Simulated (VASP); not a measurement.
# GaO (P6_3/mmc) in VASP: a series of runs

The runs below take GaO through single point, with PBE.

Program: VASP 6.6.1. These are calculated values, not measurements. Logs are shortened: lines on timing, memory, paths and dates and some standing lists are left out, and cuts for length are marked.

## Step 1: The cell of the first run

It takes space group P6_3/mmc (No. 194, hexagonal). The conventional cell has a = 3.074 Å, b = 3.074 Å, c = 13.077 Å, α = 90.00°, β = 90.00°, γ = 120.00°. Within 2.5 Å of Ga (site symmetry 3m) lie 1 Ga at 1.91 Å and 3 O at 2.04 Å. Within 2.7 Å of O (site symmetry 3m) lie 3 Ga at 2.04 Å.

## Step 2: Single point, PBE

The input, INCAR:

```
PREC = Accurate ; ENCUT = 520
EDIFF = 1E-6 ; ISMEAR = 0
SIGMA = 0.1 ; LREAL = F
LASPH = T ; NELM = 60
ALGO = Normal ; ISIF = 2
LWAVE = F ; LCHARG = F
GGA = PE ; NBANDS = 48
```

The input, KPOINTS:

```
regular mesh
0
Gamma
  6 6 2
```

The input, POSCAR:

```
GaO
1.0
    3.0740076570      0.0000000000      0.0000000000
   -1.5370038285      2.6621687224      0.0000000000
    0.0000000000      0.0000000000     13.0772611570
Ga O
4 4
Direct
    0.3333333333      0.6666666667      0.1770000000
    0.6666666667      0.3333333333      0.6770000000
    0.3333333333      0.6666666667      0.3230000000
    0.6666666667      0.3333333333      0.8230000000
    0.3333333333      0.6666666667      0.6000000000
    0.6666666667      0.3333333333      0.1000000000
    0.3333333333      0.6666666667      0.9000000000
    0.6666666667      0.3333333333      0.4000000000
```

Potentials or basis: VASP PAW PBE potentials, release 64 (Ga_d, O).

Started as:

```sh
cat potpaw_PBE.64/Ga_d/POTCAR potpaw_PBE.64/O/POTCAR > POTCAR
mpirun -np 1 vasp_std > vasp.out
```

OUTCAR:

```text
PREC = Accurate
   ENCUT = 520
   EDIFF = 1E-6
   ISMEAR = 0
   LREAL = F
   LASPH = T
   NELM = 60
   ISIF = 2
   GGA = PE

 ion  position               nearest neighbor table
   1  0.333  0.667  0.177-   3 1.91   6 2.04   6 2.04   6 2.04
   2  0.667  0.333  0.677-   4 1.91   5 2.04   5 2.04   5 2.04
   3  0.333  0.667  0.323-   1 1.91   8 2.04   8 2.04   8 2.04
   4  0.667  0.333  0.823-   2 1.91   7 2.04   7 2.04   7 2.04
   5  0.333  0.667  0.600-   2 2.04   2 2.04   2 2.04
   6  0.667  0.333  0.100-   1 2.04   1 2.04   1 2.04
   7  0.333  0.667  0.900-   4 2.04   4 2.04   4 2.04
   8  0.667  0.333  0.400-   3 2.04   3 2.04   3 2.04

  LATTYP: Found a hexagonal cell.
 ALAT       =     3.0740076570
 C/A-ratio  =     4.2541407232

  Lattice vectors:

 A1 = (   3.0740076570,   0.0000000000,   0.0000000000)
 A2 = (  -1.5370038285,   2.6621687224,   0.0000000000)
 A3 = (   0.0000000000,   0.0000000000,  13.0772611570)

Analysis of symmetry for initial positions (statically):
=====================================================================
 Subroutine PRICEL returns:
 Original cell was already a primitive cell.

 Routine SETGRP: Setting up the symmetry group for a
 hexagonal supercell.

 Subroutine GETGRP returns: Found 24 space group operations
 (whereof 12 operations were pure point group operations)
 out of a pool of 24 trial point group operations.

The static configuration has the point symmetry D_3d.
 The point group associated with its full space group is D_6h.

Analysis of symmetry for dynamics (positions and initial velocities):
=====================================================================
 Subroutine PRICEL returns:
 Original cell was already a primitive cell.

 Routine SETGRP: Setting up the symmetry group for a
 hexagonal supercell.

 Subroutine GETGRP returns: Found 24 space group operations
 (whereof 12 operations were pure point group operations)
 out of a pool of 24 trial point group operations.

The dynamic configuration has the point symmetry D_3d.
 The point group associated with its full space group is D_6h.

 Subroutine INISYM returns: Found 24 space group operations
 (whereof 12 operations are pure point group operations),
 and found     1 'primitive' translations

----------------------------------------------------------------------------------------

                                     Primitive cell

  volume of cell :     107.0181

  direct lattice vectors                    reciprocal lattice vectors
     3.074007657  0.000000000  0.000000000     0.325308233  0.187816796  0.000000000
    -1.537003829  2.662168722  0.000000000     0.000000000  0.375633592  0.000000000
     0.000000000  0.000000000 13.077261157     0.000000000  0.000000000  0.076468611

  length of vectors
     3.074007657  3.074007657 13.077261157     0.375633592  0.375633592  0.076468611

  position of ions in fractional coordinates (direct lattice)
     0.333333333  0.666666667  0.177000000
     0.666666667  0.333333333  0.677000000
     0.333333333  0.666666667  0.323000000
     0.666666667  0.333333333  0.823000000
     0.333333333  0.666666667  0.600000000
     0.666666667  0.333333333  0.100000000
     0.333333333  0.666666667  0.900000000
     0.666666667  0.333333333  0.400000000

  ion indices of the primitive-cell ions
   primitive index   ion index
                 1           1
                 2           2
                 3           3
                 4           4
                 5           5
                 6           6
                 7           7
                 8           8

----------------------------------------------------------------------------------------

 KPOINTS: regular mesh

Automatic generation of k-mesh.
 Grid dimensions read from file:
 generate k-points for:    6    6    2

 Generating k-lattice:

  Cartesian coordinates                     Fractional coordinates (reciprocal lattice)
     0.054218039  0.031302799  0.000000000     0.166666667 -0.000000000  0.000000000
     0.000000000  0.062605599  0.000000000     0.000000000  0.166666667  0.000000000
     0.000000000  0.000000000  0.038234306     0.000000000  0.000000000  0.500000000

  Length of vectors
     0.062605599  0.062605599  0.038234306

  Shift w.r.t. Gamma in fractional coordinates (k-lattice)
     0.000000000  0.000000000  0.000000000

 Subroutine IBZKPT returns following result:
 ===========================================

 Found     14 irreducible k-points:

 Following reciprocal coordinates:
            Coordinates               Weight
  0.000000  0.000000  0.000000      1.000000
  0.166667  0.000000  0.000000      6.000000
  0.333333  0.000000  0.000000      6.000000
  0.500000  0.000000  0.000000      3.000000
  0.166667  0.166667  0.000000      6.000000
  0.333333  0.166667  0.000000     12.000000
  0.333333  0.333333  0.000000      2.000000
  0.000000  0.000000  0.500000      1.000000
  0.166667  0.000000  0.500000      6.000000
  0.333333  0.000000  0.500000      6.000000
  0.500000  0.000000  0.500000      3.000000
  0.166667  0.166667  0.500000      6.000000
  0.333333  0.166667  0.500000     12.000000
  0.333333  0.333333  0.500000      2.000000
   k-points           NKPTS =     14   k-points in BZ     NKDIM =     14   number of bands    NBANDS=     48
   number of dos      NEDOS =    301   number of ions     NIONS =      8
   total plane-waves  NPLWV =  56448
   dimension x,y,z NGX =    24 NGY =   24 NGZ =   98
   dimension x,y,z NGXF=    48 NGYF=   48 NGZF=  196
   ions per type =               4   4
   NGX,Y,Z   is equivalent  to a cutoff of  12.98, 12.98, 12.46 a.u.
   NGXF,Y,Z  is equivalent  to a cutoff of  25.96, 25.96, 24.92 a.u.
 SYSTEM =  unknown system
   PREC   = accura    normal or accurate (medium, high low for compatibility)
   ISTART =      0    job   : 0-new  1-cont  2-samecut
   ICHARG =      2    charge: 1-file 2-atom 10-const
   ISPIN  =      1    spin polarized calculation?
   LNONCOLLINEAR =      F non collinear calculations
   LSORBIT =      F    spin-orbit coupling
   LASPH  =      T    aspherical Exc in radial PAW
   ENCUT  =  520.0 eV  38.22 Ry    6.18 a.u.   5.72  5.72 24.32*2*pi/ulx,y,z
   NELM   =     60;   NELMIN=  2; NELMDL= -5     # of ELM steps
   EDIFF  = 0.1E-05   stopping-criterion for ELM
   LREAL  =      F    real-space projection
[... 7 lines left out ...]
   TEBEG  =    0.0;   TEEND  =   0.0 temperature during run
   PSTRESS=    0.0 pullay stress
   NELECT =      76.0000    total number of electrons
   NUPDOWN=      -1.0000    fix difference up-down
   EMIN   =  10.00;   EMAX   =-10.00  energy-range for DOS
   EFERMI =   0.00;   METHOD = LEGACY
   ISMEAR =     0;   SIGMA  =   0.10  broadening in eV -4-tet -1-fermi 0-gaus
   EFERMI_NEDOS =   21; number of points for ismear=-14 and -15
   IALGO  =     38    algorithm
   IMIX   =      4    mixing-type and parameters
     AMIX     =   0.40;   BMIX     =  1.00
     AMIX_MAG =   1.60;   BMIX_MAG =  1.00
  volume/ion in A,a.u.               =      13.38        90.27
  Fermi-wavevector in a.u.,A,eV,Ry     =   1.460585  2.760106 29.025436  2.133309
  Thomas-Fermi vector in A             =   2.577017
   LORBIT       =      0    0 simple, 1 ext, 2 COOP (PROOUT), +10 PAW based schemes
   GGA     = PE    functional components
   LHFCALC =     F    Hartree Fock is set to
   AEXX    =    0.0000 exact exchange contribution
   IVDW    =     0    specifies the selected vdW correction
   LEPSILON=     F    determine dielectric tensor
   LRPA    =     F    only Hartree local field effects (RPA)
 non-spin polarized calculation
 Gauss-broadening in eV      SIGMA  =   0.10
  energy-cutoff  :      520.00
  volume of cell :      107.02
 maximum number of plane-waves:      2904
 NGX is ok and might be reduce to    24
   NGX = 11   NGY = 11   NGZ = 49

 number of electron      75.9999988 magnetization

 Free energy of the ion-electron system (eV)
  ---------------------------------------------------
  ext. energy  EPLUGINS =         0.00000000
  ---------------------------------------------------
  free energy    TOTEN  =       -36.97100178 eV

  energy without entropy =      -36.97100178  energy(sigma->0) =      -36.97100178

 E-fermi :   3.3814     XC(G=0): -10.6069

 val. band max:        2.8908173399   @ k =   0.0000   0.0000   0.0000
 cond. band min:       4.4103067709   @ k =   0.5000   0.0000   0.0000
 fundamental gap:      1.5194894310
 Fermi energy:         3.3813807997

 k-point     1 :       0.0000    0.0000    0.0000
  band No.  band energies     occupation
      1     -14.9346      2.00000
      2     -14.7903      2.00000
      3     -14.7690      2.00000
      4     -14.6162      2.00000
      5     -12.4387      2.00000
      6     -12.4344      2.00000
[... 40 lines left out ...]
     47      13.8069      0.00000
     48      14.7294      0.00000

 k-point     2 :       0.1667    0.0000    0.0000
  band No.  band energies     occupation
      1     -14.7762      2.00000
      2     -14.6470      2.00000
      3     -14.6422      2.00000
      4     -14.5078      2.00000
      5     -12.4296      2.00000
      6     -12.4260      2.00000
[... 40 lines left out ...]
     47      13.5729      0.00000
     48      13.8803      0.00000

 k-point     3 :       0.3333    0.0000    0.0000
  band No.  band energies     occupation
      1     -14.4762      2.00000
      2     -14.3940      2.00000
      3     -14.3915      2.00000
      4     -14.3073      2.00000
      5     -12.4114      2.00000
      6     -12.4094      2.00000
[... 40 lines left out ...]
     47      11.2984      0.00000
     48      11.4197      0.00000

 k-point     4 :       0.5000    0.0000    0.0000
  band No.  band energies     occupation
      1     -14.3359      2.00000
      2     -14.2949      2.00000
      3     -14.2643      2.00000
      4     -14.2224      2.00000
      5     -12.4023      2.00000
      6     -12.4012      2.00000
[... 448 lines left out ...]
     47      12.3016      0.00000
     48      12.3016      0.00000

 k-point    13 :       0.3333    0.1667    0.5000
  band No.  band energies     occupation
      1     -14.3214      2.00000
      2     -14.3214      2.00000
      3     -14.2385      2.00000
      4     -14.2385      2.00000
      5     -12.4016      2.00000
      6     -12.4016      2.00000
[... 40 lines left out ...]
     47      12.3245      0.00000
     48      12.3245      0.00000

 k-point    14 :       0.3333    0.3333    0.5000
  band No.  band energies     occupation
      1     -14.2592      2.00000
      2     -14.2592      2.00000
      3     -14.1965      2.00000
      4     -14.1965      2.00000
      5     -12.3971      2.00000
      6     -12.3971      2.00000
[... 40 lines left out ...]
     47      12.9293      0.00000
     48      12.9293      0.00000

------------------------ aborting loop because EDIFF is reached ----------------------------------------

  FORCE on cell =-STRESS in cart. coord.  units (eV):
  Direction    XX          YY          ZZ          XY          YZ          ZX
  --------------------------------------------------------------------------------------
  -------------------------------------------------------------------------------------
  Total       -3.9016792     -3.9016792     33.5495966      0.0000000      0.0000000      0.0000000
  in kB      -58.4123695    -58.4123695    502.2738487      0.0000000      0.0000000      0.0000000
  external PRESSURE =     128.4830366 kB  Pullay stress =       0.0000000 kB

 VOLUME and BASIS-vectors are now :
 -----------------------------------------------------------------------------
  energy-cutoff  :      520.00
  volume of cell :      107.02
      direct lattice vectors                 reciprocal lattice vectors
     3.074007657  0.000000000  0.000000000     0.325308233  0.187816796  0.000000000
    -1.537003829  2.662168722  0.000000000     0.000000000  0.375633592  0.000000000
     0.000000000  0.000000000 13.077261157     0.000000000  0.000000000  0.076468611

 POSITION                                       TOTAL-FORCE (eV/Angst)
 -----------------------------------------------------------------------------------
     -0.00000      1.77478      2.31468         0.000000      0.000000    -13.913600
      1.53700      0.88739      8.85331        -0.000000      0.000000    -13.913600
     -0.00000      1.77478      4.22396         0.000000      0.000000     13.913600
      1.53700      0.88739     10.76259        -0.000000     -0.000000     13.913600
     -0.00000      1.77478      7.84636         0.000000     -0.000000      2.626204
      1.53700      0.88739      1.30773         0.000000      0.000000      2.626204
     -0.00000      1.77478     11.76954        -0.000000     -0.000000     -2.626204
      1.53700      0.88739      5.23090         0.000000      0.000000     -2.626204
 -----------------------------------------------------------------------------------
    total drift:                               -0.000000      0.000000     -0.000000

  FREE ENERGIE OF THE ION-ELECTRON SYSTEM (eV)
  ---------------------------------------------------
  free  energy   TOTEN  =       -36.9710017777 eV

  energy  without entropy=      -36.9710017777  energy(sigma->0) =      -36.97100178
```

It took 1.8 min on 1 thread of Intel Xeon 8259CL, shared host; peak memory 0.24 GiB.

What came out:

| Property | Result |
| --- | --- |
| Free energy | -36.9710 eV |
| Pressure | 12.8 GPa |
| Largest force | 13.914 eV/Å |
| Band gap on the k mesh | 1.52 eV (least direct gap 2.08 eV) |

Forces on the atoms (eV/Å):
```
Ga    0.000   0.000 -13.914
Ga    0.000   0.000 -13.914
Ga    0.000   0.000  13.914
Ga    0.000   0.000  13.914
O     0.000   0.000   2.626
O     0.000   0.000   2.626
O     0.000   0.000  -2.626
O     0.000   0.000  -2.626
```

Caveat: the cell stands under pressure; forces of over 1 eV/Å act on the atoms, so gaps and moduli don't describe the material at rest. A k mesh can miss the band edges.

[end of part 1 of 2]
